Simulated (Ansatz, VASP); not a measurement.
**Two plane-wave programs on Na3H**

```xyz
4
Lattice="3.2828 0.0000 0.0000 0.0000 3.5545 0.0000 0.0000 0.0000 9.9978" Properties=species:S:1:pos:R:3 pbc="T T T"
Na    1.6414    0.0000    0.0000
Na    1.6414    0.0000    6.5873
Na    1.6414    0.0000    3.4106
H     0.0000    0.0000    4.9989
```

Alike in both runs: functional PBE; k mesh 14 × 14 × 6; occupations gaussian, width 0.1 eV; no spin polarisation.

Ansatz relaxed the structure, and its values are those at the end. VASP's run is a single point on that final structure, the one shown.

|  | VASP | Ansatz |
| --- | --- | --- |
| version | VASP 6.6.1 | Ansatz 0.2.0 |
| potentials or method | VASP PAW PBE potentials, release 64 (Na_pv, H), cutoff 520 eV | scalar-relativistic, plane waves, PAW |
| valence electrons in the cell | 22 | 28 |

```tsv
	VASP	Ansatz	Ansatz less VASP
gap on the k mesh at the Fermi level (eV)	none	none	-
pressure (GPa)	0.0	0.0	0.00
```

A gap of «none» marks a metal or a gap that the smearing closes. VASP's potentials hold 22 valence electrons a cell and Ansatz's 28, so a difference there can come from the potentials and not from the codes.
